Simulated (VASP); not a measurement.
# Sb (Pm-3n) in VASP: further runs

The runs below take Sb through relaxation of cell and atoms, with PBEsol.

All numbers are computed with VASP 6.6.1; they aren't measurements. Logs are shortened: lines on timing, memory, paths and dates and some standing lists are left out, and cuts for length are marked.

## 1. The cell of the first run

The structure is cubic, space group Pm-3n (No. 223). The conventional cell has a = 6.236 Å, b = 6.236 Å, c = 6.236 Å, α = 90.00°, β = 90.00°, γ = 90.00°. Sb (site symmetry m-3) has 12 Sb at 3.49 Å within 4.6 Å. Within 4.1 Å of Sb (site symmetry -4m2) lie 14 Sb at 3.12 to 3.82 Å.

## 2. Relaxation of cell and atoms, PBEsol

Contents of INCAR:

```
SYSTEM = Sb
ALGO     = Normal         ! electronic algorithm
EDIFF    = 1E-7           ! SCF threshold, eV
EDIFFG   = -0.04          ! ionic threshold
ENCUT    = 600            ! plane-wave cutoff, eV
GGA      = PS             ! functional
IBRION   = 2              ! ionic algorithm
ISIF     = 3              ! what is computed and relaxed
ISMEAR   = 0              ! smearing method
LASPH    = .True.         ! aspherical terms in the spheres
LCHARG   = .False.        ! write CHGCAR
LREAL    = .False.        ! projectors in reciprocal space
LWAVE    = .False.        ! write WAVECAR
NELM     = 100            ! most SCF steps
NSW      = 90             ! ionic steps
PREC     = Accurate       ! precision mode
SIGMA    = 0.1            ! smearing width, eV
```

Contents of KPOINTS:

```
k-points
0
Gamma
  4 4 4
  0 0 0
```

Contents of POSCAR:

```
Sb
1.0
    6.2356387728      0.0000000000      0.0000000000
    0.0000000000      6.2356387728      0.0000000000
    0.0000000000      0.0000000000      6.2356387728
Sb
8
Direct
    0.5000000000      0.5000000000      0.5000000000
    0.0000000000      0.0000000000      0.0000000000
    0.2500000000      0.0000000000      0.5000000000
    0.5000000000      0.2500000000      0.0000000000
    0.5000000000      0.7500000000      0.0000000000
    0.7500000000      0.0000000000      0.5000000000
    0.0000000000      0.5000000000      0.7500000000
    0.0000000000      0.5000000000      0.2500000000
```

Potentials or basis: VASP PAW PBE potentials, release 64 (Sb).

The run is started by

```bash
> cat potpaw_PBE.64/Sb/POTCAR > POTCAR
> mpirun -np 1 vasp_std > vasp.out
```

OUTCAR:

```text
SYSTEM = Sb
   EDIFF = 1E-7
   EDIFFG = -0.04
   ENCUT = 600
   GGA = PS
   IBRION = 2
   ISIF = 3
   ISMEAR = 0
   LASPH = .True.
   LREAL = .False.
   NELM = 100
   NSW = 90
   PREC = Accurate

 ion  position               nearest neighbor table
   1  0.500  0.500  0.500-   3 3.49   4 3.49   5 3.49   6 3.49   7 3.49   8 3.49   4 3.49   5 3.49
                             3 3.49   6 3.49   7 3.49   8 3.49
   2  0.000  0.000  0.000-   3 3.49   4 3.49   5 3.49   6 3.49   7 3.49   8 3.49   3 3.49   6 3.49
                             7 3.49   8 3.49   4 3.49   5 3.49
   3  0.250  0.000  0.500-   6 3.12   6 3.12   1 3.49   2 3.49   1 3.49   2 3.49
   4  0.500  0.250  0.000-   5 3.12   5 3.12   1 3.49   1 3.49   2 3.49   2 3.49
   5  0.500  0.750  0.000-   4 3.12   4 3.12   1 3.49   1 3.49   2 3.49   2 3.49
   6  0.750  0.000  0.500-   3 3.12   3 3.12   1 3.49   2 3.49   1 3.49   2 3.49
   7  0.000  0.500  0.750-   8 3.12   8 3.12   1 3.49   2 3.49   2 3.49   1 3.49
   8  0.000  0.500  0.250-   7 3.12   7 3.12   1 3.49   2 3.49   2 3.49   1 3.49

  LATTYP: Found a simple cubic cell.
 ALAT       =     6.2356387728

  Lattice vectors:

 A1 = (   6.2356387728,   0.0000000000,   0.0000000000)
 A2 = (   0.0000000000,   6.2356387728,   0.0000000000)
 A3 = (   0.0000000000,   0.0000000000,   6.2356387728)

Analysis of symmetry for initial positions (statically):
=====================================================================
 Subroutine PRICEL returns:
 Original cell was already a primitive cell.

 Routine SETGRP: Setting up the symmetry group for a
 simple cubic supercell.

 Subroutine GETGRP returns: Found 48 space group operations
 (whereof 24 operations were pure point group operations)
 out of a pool of 48 trial point group operations.

The static configuration has the point symmetry T_h .
 The point group associated with its full space group is O_h .

Analysis of symmetry for dynamics (positions and initial velocities):
=====================================================================
 Subroutine PRICEL returns:
 Original cell was already a primitive cell.

 Routine SETGRP: Setting up the symmetry group for a
 simple cubic supercell.

 Subroutine GETGRP returns: Found 48 space group operations
 (whereof 24 operations were pure point group operations)
 out of a pool of 48 trial point group operations.

The dynamic configuration has the point symmetry T_h .
 The point group associated with its full space group is O_h .

 Subroutine INISYM returns: Found 48 space group operations
 (whereof 24 operations are pure point group operations),
 and found     1 'primitive' translations

----------------------------------------------------------------------------------------

                                     Primitive cell

  volume of cell :     242.4615

  direct lattice vectors                    reciprocal lattice vectors
     6.235638773  0.000000000  0.000000000     0.160368494  0.000000000  0.000000000
     0.000000000  6.235638773  0.000000000     0.000000000  0.160368494  0.000000000
[... 75 lines left out ...]
   ICHARG =      2    charge: 1-file 2-atom 10-const
   ISPIN  =      1    spin polarized calculation?
   LNONCOLLINEAR =      F non collinear calculations
   LSORBIT =      F    spin-orbit coupling
   LASPH  =      T    aspherical Exc in radial PAW
   ENCUT  =  600.0 eV  44.10 Ry    6.64 a.u.  12.45 12.45 12.45*2*pi/ulx,y,z
   NELM   =    100;   NELMIN=  2; NELMDL= -5     # of ELM steps
   EDIFF  = 0.1E-06   stopping-criterion for ELM
   LREAL  =      F    real-space projection
   EDIFFG = -.4E-01   stopping-criterion for IOM
   NSW    =     90    number of steps for IOM
   IBRION =      2    ionic relax: 0-MD 1-quasi-New 2-CG
   NFREE  =      1    steps in history (QN), initial steepest desc. (CG)
   ISIF   =      3    stress and relaxation
   ISYM   =      2    0-nonsym 1-usesym 2-fastsym
   POTIM  = 0.5000    time-step for ionic-motion
   TEBEG  =    0.0;   TEEND  =   0.0 temperature during run
   PSTRESS=    0.0 pullay stress
   NELECT =      40.0000    total number of electrons
   NUPDOWN=      -1.0000    fix difference up-down
   EMIN   =  10.00;   EMAX   =-10.00  energy-range for DOS
   EFERMI =   0.00;   METHOD = LEGACY
   ISMEAR =     0;   SIGMA  =   0.10  broadening in eV -4-tet -1-fermi 0-gaus
   EFERMI_NEDOS =   21; number of points for ismear=-14 and -15
   IALGO  =     38    algorithm
   IMIX   =      4    mixing-type and parameters
     AMIX     =   0.40;   BMIX     =  1.00
     AMIX_MAG =   1.60;   BMIX_MAG =  1.00
  volume/ion in A,a.u.               =      30.31       204.53
  Fermi-wavevector in a.u.,A,eV,Ry     =   0.897871  1.696730 10.968637  0.806172
  Thomas-Fermi vector in A             =   2.020509
   LORBIT       =      0    0 simple, 1 ext, 2 COOP (PROOUT), +10 PAW based schemes
   GGA     = PS    functional components
   LHFCALC =     F    Hartree Fock is set to
   AEXX    =    0.0000 exact exchange contribution
   IVDW    =     0    specifies the selected vdW correction
   LEPSILON=     F    determine dielectric tensor
   LRPA    =     F    only Hartree local field effects (RPA)
 conjugate gradient relaxation of ions
 non-spin polarized calculation
 Gauss-broadening in eV      SIGMA  =   0.10
  energy-cutoff  :      600.00
  volume of cell :      242.46
 maximum number of plane-waves:      8217
 NGX is ok and might be reduce to    50
   NGX = 25   NGY = 25   NGZ = 25

--------------------------------------- Ionic step        1  -------------------------------------------

 number of electron      40.0000007 magnetization

 Free energy of the ion-electron system (eV)
  ---------------------------------------------------
  ext. energy  EPLUGINS =         0.00000000
  ---------------------------------------------------
  free energy    TOTEN  =       -33.10445708 eV

  energy without entropy =      -33.05069082  energy(sigma->0) =      -33.07757395

 E-fermi :   6.9673     XC(G=0):  -9.8227

 val. band max:        6.9226727486   @ k =   0.2500   0.2500   0.0000
 cond. band min:       7.0076469661   @ k =   0.2500   0.2500   0.0000
 fundamental gap:      0.0849742175
 Fermi energy:         6.9673066536

 k-point     1 :       0.0000    0.0000    0.0000
  band No.  band energies     occupation
      1      -5.2080      2.00000
      2      -2.6623      2.00000
      3      -2.6623      2.00000
      4      -2.3704      2.00000
      5      -0.9997      2.00000
      6      -0.9997      2.00000
[... 352 lines left out ...]
--------------------------------------- Ionic step        3  -------------------------------------------

 number of electron      40.0000005 magnetization

 Free energy of the ion-electron system (eV)
  ---------------------------------------------------
  ext. energy  EPLUGINS =         0.00000000
  ---------------------------------------------------
  free energy    TOTEN  =       -33.73523608 eV

  energy without entropy =      -33.69192161  energy(sigma->0) =      -33.71357884

 E-fermi :   8.5241     XC(G=0): -10.3669

 val. band max:        8.4230809630   @ k =   0.2500   0.2500   0.0000
 cond. band min:       8.5374554063   @ k =   0.2500   0.0000   0.0000
 fundamental gap:      0.1143744433
 Fermi energy:         8.5241108546

 k-point     1 :       0.0000    0.0000    0.0000
  band No.  band energies     occupation
      1      -4.5662      2.00000
      2      -1.4689      2.00000
      3      -1.4689      2.00000
      4      -1.1811      2.00000
      5       0.3683      2.00000
      6       0.3683      2.00000
[... 304 lines left out ...]
  FREE ENERGIE OF THE ION-ELECTRON SYSTEM (eV)
  ---------------------------------------------------
  free  energy   TOTEN  =       -33.7352360793 eV

  energy  without entropy=      -33.6919216106  energy(sigma->0) =      -33.71357884

 reached required accuracy - stopping structural energy minimisation
```

Run time: 5.4 min. Hardware: 1 thread of AMD EPYC 7R43 (Zen 3), shared host; peak memory 0.33 GiB.

Results:

- Free energy: -33.7352 eV
- Relaxed volume: 26.68 Å³/atom
- Relaxed cell: a = 5.976 Å, b = 5.976 Å, c = 5.976 Å, α = 90.00°, β = 90.00°, γ = 90.00°
- Space group after relaxing (to 0.1 Å): Pm-3n (No. 223)
- Energy gained by relaxing: 78.8 meV/atom
- Ionic steps: 3
- Pressure after relaxing: 0.0 GPa
- Band gap on the k mesh: zero (bands 20 and 21 overlap by 0.21 eV)

The path:
| step | energy change (eV) | largest force (eV/Å) | pressure (GPa) | volume (Å³) |
| --- | --- | --- | --- | --- |
| 1 | 0.0000 | 0.0000 | -6.17 | 242.46 |
| 2 | -0.5338 | 0.0000 | 3.34 | 203.76 |
| 3 | -0.6308 | 0.0000 | 0.02 | 213.41 |

Final structure:
```
Sb
1.0
     5.97592    0.00000    0.00000
     0.00000    5.97592    0.00000
     0.00000    0.00000    5.97592
Sb
8
Cartesian
  2.9880 2.9880 2.9880
  0.0000 0.0000 0.0000
  1.4940 0.0000 2.9880
  2.9880 1.4940 0.0000
  2.9880 4.4819 0.0000
  4.4819 0.0000 2.9880
  0.0000 2.9880 4.4819
  0.0000 2.9880 1.4940
```

Levels at points of the mesh, in eV from the Fermi level:
```
           k point  band 18  band 19  band 20  band 21  band 22  band 23
(0.00, 0.00, 0.00)    -1.75    -1.75    -1.75     0.79     0.79     0.79
(0.50, 0.00, 0.00)    -1.38    -0.82    -0.82     0.32     0.32     1.20
(0.50, 0.50, 0.00)    -1.31    -0.61    -0.33     0.50     0.59     1.30
(0.50, 0.50, 0.50)     0.04     0.04     0.04     0.04     0.04     0.08
```

Caveat: the highest band is partly filled, so the run has too few bands; the PAW data sets were made with another functional, which shifts forces and pressure a little; spin-orbit coupling is left out, which moves the levels of the heavy elements.

## 3. Relaxation of cell and atoms, PBEsol

This run uses another cell than the first one, of 26.83 Å³/atom.

Contents of INCAR:

```
ALGO = Normal ; EDIFF = 1E-6
EDIFFG = -0.01 ; ENCUT = 600
GGA = PS ; IBRION = 2
ISIF = 3 ; ISMEAR = 0
LASPH = True ; LCHARG = False
LREAL = False ; LWAVE = False
NELM = 80 ; NSW = 100
PREC = Accurate ; SIGMA = 0.1
```

Contents of KPOINTS:

```
k-points
0
Gamma
  6 6 6
```

POSCAR: that of step 2 with these lines changed.

```diff
@@ -2,5 +2,5 @@
 1.0
-    6.2356387728      0.0000000000      0.0000000000
-    0.0000000000      6.2356387728      0.0000000000
-    0.0000000000      0.0000000000      6.2356387728
+    5.9871768820      0.0000000000      0.0000000000
+    0.0000000000      5.9871768820      0.0000000000
+    0.0000000000      0.0000000000      5.9871768820
 Sb
```

Potentials or basis: VASP PAW PBE potentials, release 64 (Sb).

The run is started by

```bash
> cat potpaw_PBE.64/Sb/POTCAR > POTCAR
> mpirun -np 1 vasp_std > vasp.out
```

OUTCAR:

```text
EDIFF = 1E-6
   EDIFFG = -0.01
   ENCUT = 600
   GGA = PS
   IBRION = 2
   ISIF = 3
   ISMEAR = 0
   LASPH = True
   LREAL = False
   NELM = 80
   NSW = 100
   PREC = Accurate

 ion  position               nearest neighbor table
   1  0.500  0.500  0.500-   3 3.35   4 3.35   5 3.35   6 3.35   7 3.35   8 3.35   4 3.35   5 3.35
                             3 3.35   6 3.35   7 3.35   8 3.35
   2  0.000  0.000  0.000-   3 3.35   4 3.35   5 3.35   6 3.35   7 3.35   8 3.35   3 3.35   6 3.35
                             7 3.35   8 3.35   4 3.35   5 3.35
   3  0.250  0.000  0.500-   6 2.99   6 2.99   1 3.35   2 3.35   1 3.35   2 3.35   8 3.67   7 3.67
                             8 3.67   7 3.67   4 3.67   5 3.67   4 3.67   5 3.67
   4  0.500  0.250  0.000-   5 2.99   5 2.99   1 3.35   1 3.35   2 3.35   2 3.35   8 3.67   7 3.67
                             7 3.67   8 3.67   6 3.67   3 3.67   3 3.67   6 3.67
   5  0.500  0.750  0.000-   4 2.99   4 2.99   1 3.35   1 3.35   2 3.35   2 3.35   8 3.67   7 3.67
                             7 3.67   8 3.67   6 3.67   3 3.67   3 3.67   6 3.67
   6  0.750  0.000  0.500-   3 2.99   3 2.99   1 3.35   2 3.35   1 3.35   2 3.35   8 3.67   7 3.67
                             8 3.67   7 3.67   5 3.67   4 3.67   4 3.67   5 3.67
   7  0.000  0.500  0.750-   8 2.99   8 2.99   1 3.35   2 3.35   2 3.35   1 3.35   3 3.67   4 3.67
[... 280 lines left out ...]
--------------------------------------- Ionic step        3  -------------------------------------------

 number of electron      40.0000007 magnetization

 Free energy of the ion-electron system (eV)
  ---------------------------------------------------
  ext. energy  EPLUGINS =         0.00000000
  ---------------------------------------------------
  free energy    TOTEN  =       -33.83246821 eV

  energy without entropy =      -33.79885867  energy(sigma->0) =      -33.81566344

 E-fermi :   8.5789     XC(G=0): -10.3813

 val. band max:        8.5619935755   @ k =   0.1667   0.0000   0.0000
 cond. band min:       8.5954876795   @ k =   0.1667   0.1667   0.0000
 fundamental gap:      0.0334941039
 Fermi energy:         8.5788727423

 k-point     1 :       0.0000    0.0000    0.0000
  band No.  band energies     occupation
      1      -4.5505      2.00000
      2      -1.4412      2.00000
      3      -1.4412      2.00000
      4      -1.1483      2.00000
      5       0.4033      2.00000
      6       0.4033      2.00000
[... 584 lines left out ...]
  FREE ENERGIE OF THE ION-ELECTRON SYSTEM (eV)
  ---------------------------------------------------
  free  energy   TOTEN  =       -33.8324682067 eV

  energy  without entropy=      -33.7988586738  energy(sigma->0) =      -33.81566344

 reached required accuracy - stopping structural energy minimisation
```

OSZICAR:

```text
N       E                     dE             d eps       ncg     rms          rms(c)
DAV:   1     0.232981929897E+03    0.23298E+03   -0.14797E+04  1000   0.143E+03
DAV:   2    -0.142207989216E+02   -0.24720E+03   -0.24404E+03  1194   0.218E+02
DAV:   3    -0.333538694196E+02   -0.19133E+02   -0.18779E+02  1229   0.623E+01
[... 19 lines left out ...]
DAV:   2    -0.338329137356E+02    0.70828E-03   -0.15845E-03  1153   0.177E-01    0.879E-02
DAV:   3    -0.338324718541E+02    0.44188E-03   -0.73433E-04  1047   0.108E-01    0.256E-02
DAV:   4    -0.338324696260E+02    0.22280E-05   -0.22818E-05  1262   0.214E-02    0.117E-02
DAV:   5    -0.338324680275E+02    0.15985E-05   -0.21731E-06   645   0.620E-03    0.119E-03
DAV:   6    -0.338324682067E+02   -0.17912E-06   -0.28695E-07   575   0.268E-03
   3 F= -.33832468E+02 E0= -.33815663E+02  d E =-.342481E-02
```

Wall time 4.9 min (1 thread of AMD EPYC 7R43 (Zen 3), shared host); peak memory 0.34 GiB.

Results:

```yaml
Free_energy: -33.8325 eV
Relaxed_volume: 26.59 Å³/atom
Relaxed_cell: a = 5.969 Å, b = 5.969 Å, c = 5.969 Å, α = 90.00°, β = 90.00°, γ = 90.00°
Space_group_after_relaxing_to_0.1_Å: Pm-3n (No. 223)
Energy_gained_by_relaxing: 0.4 meV/atom
Ionic_steps: 3
Pressure_after_relaxing: 0.0 GPa
Band_gap_on_the_k_mesh: zero (bands 20 and 21 overlap by 0.59 eV)
```

Step by step:
```tsv
step	energy change (eV)	largest force (eV/Å)	pressure (GPa)	volume (Å³)
1	0.0000	0.0000	-0.57	214.62
2	-0.0023	0.0000	0.34	211.66
3	-0.0034	0.0000	0.00	212.72
```

Final structure:
```xyz
8
Lattice="5.9695 0.0000 0.0000 0.0000 5.9695 0.0000 0.0000 0.0000 5.9695" Properties=species:S:1:pos:R:3 pbc="T T T"
Sb    2.9847    2.9847    2.9847
Sb    0.0000    0.0000    0.0000
Sb    1.4924    0.0000    2.9847
Sb    2.9847    1.4924    0.0000
Sb    2.9847    4.4771    0.0000
Sb    4.4771    0.0000    2.9847
Sb    0.0000    2.9847    4.4771
Sb    0.0000    2.9847    1.4924
```

Levels at points of the mesh, in eV from the Fermi level:
| k point | band 18 | band 19 | band 20 | band 21 | band 22 | band 23 |
| --- | --- | --- | --- | --- | --- | --- |
| (0.00, 0.00, 0.00) | -1.77 | -1.77 | -1.77 | 0.78 | 0.78 | 0.78 |
| (0.50, 0.00, 0.00) | -1.40 | -0.83 | -0.83 | 0.31 | 0.31 | 1.20 |
| (0.50, 0.50, 0.00) | -1.33 | -0.63 | -0.34 | 0.51 | 0.58 | 1.30 |
| (0.50, 0.50, 0.50) | 0.02 | 0.02 | 0.02 | 0.02 | 0.02 | 0.07 |

Caveat: the highest band is partly filled, so the run has too few bands; the PAW data sets were made with another functional, which shifts forces and pressure a little; spin-orbit coupling is left out, which moves the levels of the heavy elements.

The gap in the log of VASP goes by the Fermi energy; the results here count the filled bands.